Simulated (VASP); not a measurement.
# CuO (P4/mmm) in VASP: single point with PBEsol+D3(BJ)

Aim: the single point of CuO with PBEsol+D3(BJ).

All numbers are computed with VASP 6.6.1; they aren't measurements. Logs are shortened: lines on timing, memory, paths and dates and some standing lists are left out, and cuts for length are marked.

## Step 1: The cell of the first run

Symmetry: P4/mmm, No. 123, tetragonal system. Conventional cell: a = 2.705 Å, b = 2.705 Å, c = 2.996 Å, α = 90.00°, β = 90.00°, γ = 90.00°. Cu (site symmetry 4/mmm) has 4 O at 1.91 Å within 2.5 Å. Within 2.5 Å of O (site symmetry 4/mmm) lie 4 Cu at 1.91 Å.

## Step 2: Single point, PBEsol+D3(BJ)

Contents of INCAR:

```
  ALGO = Normal
  EDIFF = 1E-6
  ENCUT = 520
  GGA = PS
  ISIF = 2
  ISMEAR = -1
  IVDW = 12
  LASPH = T
  LCHARG = T
  LELF = T
  LREAL = F
  LVHAR = T
  LWAVE = F
  NBANDS = 25
  NELM = 60
  PREC = Accurate
  SIGMA = 0.05
```

Contents of KPOINTS:

```
k-points
0
Gamma
  8 8 6
```

Contents of POSCAR:

```
CuO
1.0
    3.8255178741      0.0000000000      0.0000000000
    0.0000000000      3.8255178741      0.0000000000
    0.0000000000      0.0000000000      2.9964640700
Cu O
2 2
Direct
    0.0000000000      0.0000000000      0.0000000000
    0.5000000000      0.5000000000      0.0000000000
    0.5000000000      0.0000000000     -0.0000283439
    0.0000000000      0.5000000000      1.0000283439
```

Potentials or basis: VASP PAW PBE potentials, release 64 (Cu, O).

On the command line:

```console
$ cat potpaw_PBE.64/Cu/POTCAR potpaw_PBE.64/O/POTCAR > POTCAR
$ mpirun -np 1 vasp_std > vasp.out
```

OUTCAR:

```text
EDIFF = 1E-6
   ENCUT = 520
   GGA = PS
   ISIF = 2
   ISMEAR = -1
   IVDW = 12
   LASPH = T
   LREAL = F
   NELM = 60
   PREC = Accurate
 IVDW          = 12

 ion  position               nearest neighbor table
   1  0.000  0.000  0.000-   3 1.91   4 1.91   4 1.91   3 1.91   2 2.71   2 2.71   2 2.71   2 2.71

   2  0.500  0.500  0.000-   3 1.91   4 1.91   3 1.91   4 1.91   1 2.71   1 2.71   1 2.71   1 2.71

   3  0.500  0.000  1.000-   1 1.91   2 1.91   2 1.91   1 1.91
   4  0.000  0.500  0.000-   1 1.91   2 1.91   1 1.91   2 1.91

  LATTYP: Found a simple tetragonal cell.
 ALAT       =     3.8255178741
 C/A-ratio  =     0.7832832491

  Lattice vectors:

 A1 = (   3.8255178741,   0.0000000000,   0.0000000000)
 A2 = (   0.0000000000,   3.8255178741,   0.0000000000)
 A3 = (   0.0000000000,   0.0000000000,   2.9964640700)

Analysis of symmetry for initial positions (statically):
=====================================================================
 Subroutine PRICEL returns:
 Original cell was already a primitive cell.

 Routine SETGRP: Setting up the symmetry group for a
 simple tetragonal supercell.

 Subroutine GETGRP returns: Found 16 space group operations
 (whereof  8 operations were pure point group operations)
 out of a pool of 16 trial point group operations.

The static configuration has the point symmetry D_2d.
 The point group associated with its full space group is D_4h.

Analysis of symmetry for dynamics (positions and initial velocities):
=====================================================================
 Subroutine PRICEL returns:
 Original cell was already a primitive cell.

 Routine SETGRP: Setting up the symmetry group for a
 simple tetragonal supercell.

 Subroutine GETGRP returns: Found 16 space group operations
 (whereof  8 operations were pure point group operations)
 out of a pool of 16 trial point group operations.

The dynamic configuration has the point symmetry D_2d.
 The point group associated with its full space group is D_4h.

 Subroutine INISYM returns: Found 16 space group operations
 (whereof  8 operations are pure point group operations),
 and found     1 'primitive' translations

----------------------------------------------------------------------------------------

                                     Primitive cell

  volume of cell :      43.8520

  direct lattice vectors                    reciprocal lattice vectors
     3.825517874  0.000000000  0.000000000     0.261402517  0.000000000  0.000000000
     0.000000000  3.825517874  0.000000000     0.000000000  0.261402517  0.000000000
     0.000000000  0.000000000  2.996464070     0.000000000  0.000000000  0.333726678

  length of vectors
     3.825517874  3.825517874  2.996464070     0.261402517  0.261402517  0.333726678

  position of ions in fractional coordinates (direct lattice)
     0.000000000  0.000000000  0.000000000
     0.500000000  0.500000000  0.000000000
     0.500000000  0.000000000  0.999971656
     0.000000000  0.500000000  0.000028344

  ion indices of the primitive-cell ions
   primitive index   ion index
                 1           1
                 2           2
                 3           3
                 4           4

----------------------------------------------------------------------------------------

 KPOINTS: k-points

Automatic generation of k-mesh.
 Grid dimensions read from file:
 generate k-points for:    8    8    6

 Generating k-lattice:

  Cartesian coordinates                     Fractional coordinates (reciprocal lattice)
     0.032675315  0.000000000  0.000000000     0.125000000  0.000000000  0.000000000
     0.000000000  0.032675315  0.000000000     0.000000000  0.125000000  0.000000000
     0.000000000  0.000000000  0.055621113     0.000000000  0.000000000  0.166666667

  Length of vectors
     0.032675315  0.032675315  0.055621113

  Shift w.r.t. Gamma in fractional coordinates (k-lattice)
     0.000000000  0.000000000  0.000000000

 Subroutine IBZKPT returns following result:
 ===========================================

 Found     60 irreducible k-points:

 Following reciprocal coordinates:
            Coordinates               Weight
  0.000000  0.000000  0.000000      1.000000
  0.125000  0.000000  0.000000      4.000000
  0.250000  0.000000  0.000000      4.000000
  0.375000  0.000000  0.000000      4.000000
  0.500000  0.000000  0.000000      2.000000
  0.125000  0.125000  0.000000      4.000000
[... 16 lines left out ...]
  0.375000  0.125000  0.166667     16.000000
  0.500000  0.125000  0.166667      8.000000
 [... further k-points ...]
   k-points           NKPTS =     60   k-points in BZ     NKDIM =     60   number of bands    NBANDS=     25
   number of dos      NEDOS =    301   number of ions     NIONS =      4
   total plane-waves  NPLWV =  18816
   dimension x,y,z NGX =    28 NGY =   28 NGZ =   24
   dimension x,y,z NGXF=    56 NGYF=   56 NGZF=   48
   ions per type =               2   2
   NGX,Y,Z   is equivalent  to a cutoff of  12.17, 12.17, 13.32 a.u.
   NGXF,Y,Z  is equivalent  to a cutoff of  24.34, 24.34, 26.63 a.u.
 SYSTEM =  unknown system
   PREC   = accura    normal or accurate (medium, high low for compatibility)
   ISTART =      0    job   : 0-new  1-cont  2-samecut
   ICHARG =      2    charge: 1-file 2-atom 10-const
   ISPIN  =      1    spin polarized calculation?
   LNONCOLLINEAR =      F non collinear calculations
   LSORBIT =      F    spin-orbit coupling
   LASPH  =      T    aspherical Exc in radial PAW
   ENCUT  =  520.0 eV  38.22 Ry    6.18 a.u.   7.11  7.11  5.57*2*pi/ulx,y,z
   NELM   =     60;   NELMIN=  2; NELMDL= -5     # of ELM steps
   EDIFF  = 0.1E-05   stopping-criterion for ELM
   LREAL  =      F    real-space projection
   EDIFFG = 0.1E-04   stopping-criterion for IOM
   NSW    =      0    number of steps for IOM
   IBRION =     -1    ionic relax: 0-MD 1-quasi-New 2-CG
   NFREE  =      0    steps in history (QN), initial steepest desc. (CG)
   ISIF   =      2    stress and relaxation
   ISYM   =      2    0-nonsym 1-usesym 2-fastsym
   POTIM  = 0.5000    time-step for ionic-motion
   TEBEG  =    0.0;   TEEND  =   0.0 temperature during run
   PSTRESS=    0.0 pullay stress
   NELECT =      34.0000    total number of electrons
   NUPDOWN=      -1.0000    fix difference up-down
   EMIN   =  10.00;   EMAX   =-10.00  energy-range for DOS
   EFERMI =   0.00;   METHOD = LEGACY
   ISMEAR =    -1;   SIGMA  =   0.05  broadening in eV -4-tet -1-fermi 0-gaus
   EFERMI_NEDOS =   21; number of points for ismear=-14 and -15
   IALGO  =     38    algorithm
   IMIX   =      4    mixing-type and parameters
     AMIX     =   0.40;   BMIX     =  1.00
     AMIX_MAG =   1.60;   BMIX_MAG =  1.00
  volume/ion in A,a.u.               =      10.96        73.98
  Fermi-wavevector in a.u.,A,eV,Ry     =   1.503966  2.842083 30.775196  2.261913
  Thomas-Fermi vector in A             =   2.615007
   LORBIT       =      0    0 simple, 1 ext, 2 COOP (PROOUT), +10 PAW based schemes
   GGA     = PS    functional components
   LHFCALC =     F    Hartree Fock is set to
   AEXX    =    0.0000 exact exchange contribution
   IVDW    =    12    specifies the selected vdW correction
   LEPSILON=     F    determine dielectric tensor
   LRPA    =     F    only Hartree local field effects (RPA)
 non-spin polarized calculation
  energy-cutoff  :      520.00
  volume of cell :       43.85
 maximum number of plane-waves:      1212
   NGX = 15   NGY = 15   NGZ = 11

 number of electron      33.9999965 magnetization

 Free energy of the ion-electron system (eV)
  ---------------------------------------------------
  ext. energy  EPLUGINS =         0.00000000
  ---------------------------------------------------
  free energy    TOTEN  =       -20.61713602 eV

  energy without entropy =      -20.59544137  energy(sigma->0) =      -20.60628869

 E-fermi :   4.2032     XC(G=0): -11.5649

 val. band max:        4.1796764821   @ k =   0.3750   0.3750   0.0000
 cond. band min:       4.2369518007   @ k =   0.5000   0.5000   0.1667
 fundamental gap:      0.0572753186
 Fermi energy:         4.2031919787

 k-point     1 :       0.0000    0.0000    0.0000
  band No.  band energies     occupation
      1     -15.1691      2.00000
      2     -13.7753      2.00000
      3      -1.6051      2.00000
      4      -1.6051      2.00000
      5       0.5872      2.00000
      6       1.0726      2.00000
[... 17 lines left out ...]
     24      19.7149      0.00000
     25      19.8264      0.00000

 k-point     2 :       0.1250    0.0000    0.0000
  band No.  band energies     occupation
      1     -15.0947      2.00000
      2     -13.7950      2.00000
      3      -1.8484      2.00000
      4      -1.5824      2.00000
      5       0.2463      2.00000
      6       0.3708      2.00000
[... 17 lines left out ...]
     24      19.3095      0.00000
     25      19.5862      0.00000

 k-point     3 :       0.2500    0.0000    0.0000
  band No.  band energies     occupation
      1     -14.8866      2.00000
      2     -13.8687      2.00000
      3      -2.3014      2.00000
      4      -1.5050      2.00000
      5      -0.8181      2.00000
      6      -0.2733      2.00000
[... 17 lines left out ...]
     24      18.8100      0.00000
     25      19.3844      0.00000

 k-point     4 :       0.3750    0.0000    0.0000
  band No.  band energies     occupation
      1     -14.5921      2.00000
      2     -14.0278      2.00000
      3      -2.5563      2.00000
      4      -1.7948      2.00000
      5      -1.3509      2.00000
      6      -0.7363      2.00000
[... 17 lines left out ...]
     24      17.9728      0.00000
     25      19.2482      0.00000
[... 477 lines left out ...]
 k-point    22 :       0.2500    0.1250    0.1667
  band No.  band energies     occupation
      1     -14.7396      2.00000
      2     -13.8126      2.00000
      3      -2.3784      2.00000
      4      -1.5090      2.00000
      5      -1.1114      2.00000
      6      -0.3709      2.00000
[... 17 lines left out ...]
     24      17.8006      0.00000
     25      19.3784      0.00000

 k-point    23 :       0.3750    0.1250    0.1667
  band No.  band energies     occupation
      1     -14.4609      2.00000
      2     -13.9466      2.00000
      3      -2.6570      2.00000
      4      -1.9867      2.00000
      5      -1.3900      2.00000
      6      -0.8366      2.00000
[... 17 lines left out ...]
     24      17.2476      0.00000
     25      18.8379      0.00000

 k-point    24 :       0.5000    0.1250    0.1667
  band No.  band energies     occupation
      1     -14.1736      2.00000
      2     -14.1736      2.00000
      3      -2.5388      2.00000
      4      -2.5388      2.00000
      5      -1.1710      2.00000
      6      -1.1710      2.00000
[... 17 lines left out ...]
     24      17.2642      0.00000
     25      18.9262      0.00000

 [... further k-points ...]

------------------------ aborting loop because EDIFF is reached ----------------------------------------

 Edisp (eV)   -0.86791

 E8    (eV) :    -0.5272

  FORCE on cell =-STRESS in cart. coord.  units (eV):
  Direction    XX          YY          ZZ          XY          YZ          ZX
  --------------------------------------------------------------------------------------
  -------------------------------------------------------------------------------------
  Total       0.33055     0.33055    -0.03999     0.00000     0.00000     0.00000
  in kB      12.07709    12.07709    -1.46114     0.00000     0.00000     0.00000
  external pressure =        7.56 kB  Pullay stress =        0.00 kB

 VOLUME and BASIS-vectors are now :
 -----------------------------------------------------------------------------
  energy-cutoff  :      520.00
  volume of cell :       43.85
      direct lattice vectors                 reciprocal lattice vectors
     3.825517874  0.000000000  0.000000000     0.261402517  0.000000000  0.000000000
     0.000000000  3.825517874  0.000000000     0.000000000  0.261402517  0.000000000
     0.000000000  0.000000000  2.996464070     0.000000000  0.000000000  0.333726678

 POSITION                                       TOTAL-FORCE (eV/Angst)
 -----------------------------------------------------------------------------------
      0.00000      0.00000      0.00000        -0.000000      0.000000      0.000000
      1.91276      1.91276      0.00000        -0.000000     -0.000000      0.000000
      1.91276      0.00000      2.99638         0.000000      0.000000      0.000034
      0.00000      1.91276      0.00008        -0.000000      0.000000     -0.000034
 -----------------------------------------------------------------------------------
    total drift:                                0.000000      0.000000     -0.000000

  FREE ENERGIE OF THE ION-ELECTRON SYSTEM (eV)
  ---------------------------------------------------
  free  energy   TOTEN  =       -21.4850426396 eV

  energy  without entropy=      -21.4633479856  energy(sigma->0) =      -21.47419531
```

Wall time 99 s (1 thread of Intel Xeon 8259CL, shared host); peak memory 0.2 GiB.

What came out:

| Item | Value |
| --- | --- |
| Free energy | -21.4850 eV |
| Pressure | 0.8 GPa |
| Band gap on the k mesh | zero (bands 17 and 18 overlap by 3.34 eV) |
| Dispersion energy per atom | -0.217 eV |

Caveat: the PAW data sets were made with another functional, which shifts forces and pressure a little; semilocal functionals often make such compounds metallic where correlation or magnetic order opens a gap, which also shifts bond lengths. With open d or f shells a metallic result of PBEsol can be an artefact of self-interaction; +U or a hybrid may open a gap.

The gap in the log of VASP goes by the Fermi energy; the results here count the filled bands.